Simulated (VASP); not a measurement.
# Al4Ir (P6_3/mmc) in VASP: relaxation of cell and atoms with PBE

Aim: the relaxation of cell and atoms of Al4Ir with PBE.

All numbers are computed with VASP 6.6.1; they aren't measurements. Logs are shortened: lines on timing, memory, paths and dates and some standing lists are left out, and cuts for length are marked.

### Step 1. The cell of the first run

The structure is hexagonal, space group P6_3/mmc (No. 194). Conventional cell: a = 7.651 Å, b = 7.651 Å, c = 5.263 Å, α = 90.00°, β = 90.00°, γ = 120.00°. Al (site symmetry 2/m) has 4 Al at 2.57 to 2.63 Å and 2 Ir at 2.57 Å within 3.4 Å. Al (site symmetry -6m2) has 6 Al at 2.57 Å and 2 Ir at 2.63 Å within 3.4 Å. Within 3.4 Å of Ir (site symmetry -6m2) lie 8 Al at 2.57 to 2.63 Å.

The cell was generated, and may not be a known phase.

### Step 2. Relaxation of cell and atoms, PBE

Input file INCAR:

```
PREC = Accurate
ENCUT = 600
EDIFF = 1E-6
ISMEAR = 0
SIGMA = 0.1
LREAL = F
LASPH = T
NELM = 80
ALGO = Fast
ISIF = 3
LWAVE = F
LCHARG = F
GGA = PE
IBRION = 2
NSW = 100
EDIFFG = -0.01
```

Input file KPOINTS:

```
regular mesh
0
Gamma
  6 6 8
```

Input file POSCAR:

```
Al4Ir
1.0
    7.6510897091      0.0000000000      0.0000000000
   -3.8255448545      6.6260380547      0.0000000000
    0.0000000000      0.0000000000      5.2634008771
Al Ir
8 2
Direct
    0.5000000000      0.5000000000      0.5000000000
    0.5000000000      0.0000000000      0.5000000000
    0.0000000000      0.5000000000      0.5000000000
    0.5000000000      0.5000000000      0.0000000000
    0.5000000000      0.0000000000      0.0000000000
    0.0000000000      0.5000000000      0.0000000000
    0.3333333333      0.6666666667      0.7500000000
    0.6666666667      0.3333333333      0.2500000000
    0.3333333333      0.6666666667      0.2500000000
    0.6666666667      0.3333333333      0.7500000000
```

Potentials or basis: VASP PAW PBE potentials, release 64 (Al, Ir).

Started as:

```
> cat potpaw_PBE.64/Al/POTCAR potpaw_PBE.64/Ir/POTCAR > POTCAR
> mpirun -np 1 vasp_std > vasp.out
```

OUTCAR:

```text
PREC = Accurate
   ENCUT = 600
   EDIFF = 1E-6
   ISMEAR = 0
   LREAL = F
   LASPH = T
   NELM = 80
   ISIF = 3
   GGA = PE
   IBRION = 2
   NSW = 100
   EDIFFG = -0.01

 ion  position               nearest neighbor table
   1  0.500  0.500  0.500-   7 2.57   8 2.57   9 2.57  10 2.57   4 2.63   4 2.63
   2  0.500  0.000  0.500-   7 2.57   8 2.57   9 2.57  10 2.57   5 2.63   5 2.63
   3  0.000  0.500  0.500-   7 2.57   8 2.57   9 2.57  10 2.57   6 2.63   6 2.63
   4  0.500  0.500  0.000-   7 2.57   8 2.57   9 2.57  10 2.57   1 2.63   1 2.63
   5  0.500  0.000  0.000-   7 2.57   8 2.57   9 2.57  10 2.57   2 2.63   2 2.63
   6  0.000  0.500  0.000-   7 2.57   8 2.57   9 2.57  10 2.57   3 2.63   3 2.63
   7  0.333  0.667  0.750-   2 2.57   5 2.57   3 2.57   6 2.57   1 2.57   4 2.57   9 2.63   9 2.63

   8  0.667  0.333  0.250-   2 2.57   5 2.57   3 2.57   6 2.57   1 2.57   4 2.57  10 2.63  10 2.63

   9  0.333  0.667  0.250-   2 2.57   5 2.57   3 2.57   6 2.57   1 2.57   4 2.57   7 2.63   7 2.63

  10  0.667  0.333  0.750-   2 2.57   5 2.57   3 2.57   6 2.57   1 2.57   4 2.57   8 2.63   8 2.63

  LATTYP: Found a hexagonal cell.
 ALAT       =     7.6510897091
 C/A-ratio  =     0.6879282661

  Lattice vectors:

 A1 = (   7.6510897091,   0.0000000000,   0.0000000000)
 A2 = (  -3.8255448545,   6.6260380547,   0.0000000000)
 A3 = (   0.0000000000,   0.0000000000,   5.2634008771)

Analysis of symmetry for initial positions (statically):
=====================================================================
 Subroutine PRICEL returns:
 Original cell was already a primitive cell.

 Routine SETGRP: Setting up the symmetry group for a
 hexagonal supercell.

 Subroutine GETGRP returns: Found 24 space group operations
 (whereof 12 operations were pure point group operations)
 out of a pool of 24 trial point group operations.

The static configuration has the point symmetry D_3d.
 The point group associated with its full space group is D_6h.

Analysis of symmetry for dynamics (positions and initial velocities):
=====================================================================
 Subroutine PRICEL returns:
 Original cell was already a primitive cell.

 Routine SETGRP: Setting up the symmetry group for a
 hexagonal supercell.

 Subroutine GETGRP returns: Found 24 space group operations
 (whereof 12 operations were pure point group operations)
 out of a pool of 24 trial point group operations.

The dynamic configuration has the point symmetry D_3d.
 The point group associated with its full space group is D_6h.

 Subroutine INISYM returns: Found 24 space group operations
[... 119 lines left out ...]
   ISIF   =      3    stress and relaxation
   ISYM   =      2    0-nonsym 1-usesym 2-fastsym
   POTIM  = 0.5000    time-step for ionic-motion
   TEBEG  =    0.0;   TEEND  =   0.0 temperature during run
   PSTRESS=    0.0 pullay stress
   NELECT =      42.0000    total number of electrons
   NUPDOWN=      -1.0000    fix difference up-down
   EMIN   =  10.00;   EMAX   =-10.00  energy-range for DOS
   EFERMI =   0.00;   METHOD = LEGACY
   ISMEAR =     0;   SIGMA  =   0.10  broadening in eV -4-tet -1-fermi 0-gaus
   EFERMI_NEDOS =   21; number of points for ismear=-14 and -15
   IALGO  =     68    algorithm
   IMIX   =      4    mixing-type and parameters
     AMIX     =   0.40;   BMIX     =  1.00
     AMIX_MAG =   1.60;   BMIX_MAG =  1.00
  volume/ion in A,a.u.               =      26.68       180.07
  Fermi-wavevector in a.u.,A,eV,Ry     =   0.883914  1.670355 10.630287  0.781304
  Thomas-Fermi vector in A             =   2.004744
   LORBIT       =      0    0 simple, 1 ext, 2 COOP (PROOUT), +10 PAW based schemes
   GGA     = PE    functional components
   LHFCALC =     F    Hartree Fock is set to
   AEXX    =    0.0000 exact exchange contribution
   IVDW    =     0    specifies the selected vdW correction
   LEPSILON=     F    determine dielectric tensor
   LRPA    =     F    only Hartree local field effects (RPA)
 conjugate gradient relaxation of ions
 non-spin polarized calculation
 RMM-DIIS sequential band-by-band and
 Gauss-broadening in eV      SIGMA  =   0.10
  energy-cutoff  :      600.00
  volume of cell :      266.84
 maximum number of plane-waves:      8973
 NGX is ok and might be reduce to    64
   NGX = 31   NGY = 31   NGZ = 21

--------------------------------------- Ionic step        1  -------------------------------------------

 number of electron      42.0000001 magnetization

 Free energy of the ion-electron system (eV)
  ---------------------------------------------------
  ext. energy  EPLUGINS =         0.00000000
  ---------------------------------------------------
  free energy    TOTEN  =       -48.97020145 eV

  energy without entropy =      -48.95614455  energy(sigma->0) =      -48.96317300

------------------------ aborting loop because EDIFF is reached ----------------------------------------

  FORCE on cell =-STRESS in cart. coord.  units (eV):
  Direction    XX          YY          ZZ          XY          YZ          ZX
  --------------------------------------------------------------------------------------
  -------------------------------------------------------------------------------------
  Total        0.1283118      0.1283118      0.3225956      0.0000000     -0.0000000     -0.0000000
  in kB        0.7704308      0.7704308      1.9369810      0.0000000     -0.0000000     -0.0000000
  external PRESSURE =       1.1592809 kB  Pullay stress =       0.0000000 kB
[... 75 lines left out ...]
--------------------------------------- Ionic step        3  -------------------------------------------

 number of electron      42.0000002 magnetization

 Free energy of the ion-electron system (eV)
  ---------------------------------------------------
  ext. energy  EPLUGINS =         0.00000000
  ---------------------------------------------------
  free energy    TOTEN  =       -48.97034933 eV

  energy without entropy =      -48.95630278  energy(sigma->0) =      -48.96332605

 E-fermi :   3.6664     XC(G=0):  -7.8274

 val. band max:        3.6571701887   @ k =   0.1667  -0.0000   0.2500
 cond. band min:       3.6690737614   @ k =   0.3333   0.1667   0.5000
 fundamental gap:      0.0119035726
 Fermi energy:         3.6663570523

 k-point     1 :       0.0000    0.0000    0.0000
  band No.  band energies     occupation
      1      -6.2278      2.00000
      2      -4.2157      2.00000
      3      -3.4465      2.00000
      4      -3.4465      2.00000
      5      -1.2210      2.00000
      6      -0.6802      2.00000
[... 709 lines left out ...]
     26       5.2596      0.00000
     27       5.5504      0.00000

 [... further k-points ...]
[... 5 lines left out ...]
  --------------------------------------------------------------------------------------
  -------------------------------------------------------------------------------------
  Total        0.0123133      0.0123133      0.0261967      0.0000000      0.0000000     -0.0000000
  in kB        0.0738356      0.0738356      0.1570866      0.0000000      0.0000000     -0.0000000
  external PRESSURE =       0.1015859 kB  Pullay stress =       0.0000000 kB
[... 25 lines left out ...]
  FREE ENERGIE OF THE ION-ELECTRON SYSTEM (eV)
  ---------------------------------------------------
  free  energy   TOTEN  =       -48.9703493309 eV

  energy  without entropy=      -48.9563027786  energy(sigma->0) =      -48.96332605

 reached required accuracy - stopping structural energy minimisation
```

CONTCAR:

```text
Al4Ir
   1.00000000000000
     7.6533303255251921    0.0000000000000169   -0.0000000000000000
    -3.8266651627125667    6.6279784854443324    0.0000000000000000
     0.0000000000000000   -0.0000000000000000    5.2672761509854213
  Al              Ir
     8     2
Direct
     0.5000000000000000    0.5000000000000000    0.5000000000000000
     0.5000000000000000    1.0000000000000000    0.5000000000000000
     0.0000000000000000    0.5000000000000000    0.5000000000000000
     0.5000000000000000    0.5000000000000000    0.0000000000000000
     0.5000000000000000    1.0000000000000000    0.0000000000000000
     0.0000000000000000    0.5000000000000000    0.0000000000000000
     0.3333333332999970    0.6666666667000030    0.7500000000000000
     0.6666666667000030    0.3333333332999970    0.2500000000000000
     0.3333333332999970    0.6666666667000030    0.2500000000000000
     0.6666666667000030    0.3333333332999970    0.7500000000000000

  0.00000000E+00  0.00000000E+00  0.00000000E+00
  0.00000000E+00  0.00000000E+00  0.00000000E+00
  0.00000000E+00  0.00000000E+00  0.00000000E+00
  0.00000000E+00  0.00000000E+00  0.00000000E+00
  0.00000000E+00  0.00000000E+00  0.00000000E+00
  0.00000000E+00  0.00000000E+00  0.00000000E+00
  0.00000000E+00  0.00000000E+00  0.00000000E+00
  0.00000000E+00  0.00000000E+00  0.00000000E+00
  0.00000000E+00  0.00000000E+00  0.00000000E+00
  0.00000000E+00  0.00000000E+00  0.00000000E+00
```

Wall time 22 min (1 thread of Intel Xeon 8259CL, shared host); peak memory 0.59 GiB.

What came out:

- Free energy: -48.9703 eV
- Relaxed volume: 26.72 Å³/atom
- Relaxed cell: a = 7.653 Å, b = 7.653 Å, c = 5.267 Å, α = 90.00°, β = 90.00°, γ = 120.00°
- Space group after relaxing (to 0.1 Å): P6_3/mmc (No. 194)
- Energy gained by relaxing: 0.0 meV/atom
- Ionic steps: 3
- Pressure after relaxing: 0.0 GPa
- Band gap on the k mesh: zero (bands 21 and 22 overlap by 0.71 eV)

Step by step:
| step | energy change (eV) | largest force (eV/Å) | pressure (GPa) | volume (Å³) |
| --- | --- | --- | --- | --- |
| 1 | 0.0000 | 0.0000 | 0.12 | 266.84 |
| 2 | 0.0000 | 0.0000 | -0.12 | 267.58 |
| 3 | -0.0001 | 0.0000 | 0.01 | 267.19 |

Final structure:
```
CELL_PARAMETERS angstrom
7.65333 0.00000 0.00000
-3.82667 6.62798 0.00000
0.00000 0.00000 5.26728
ATOMIC_POSITIONS crystal
Al 0.50000 0.50000 0.50000
Al 0.50000 0.00000 0.50000
Al 0.00000 0.50000 0.50000
Al 0.50000 0.50000 0.00000
Al 0.50000 0.00000 0.00000
Al 0.00000 0.50000 0.00000
Al 0.33333 0.66667 0.75000
Al 0.66667 0.33333 0.25000
Ir 0.33333 0.66667 0.25000
Ir 0.66667 0.33333 0.75000
```

Caveat: spin-orbit coupling is left out, which moves the levels of the heavy elements.
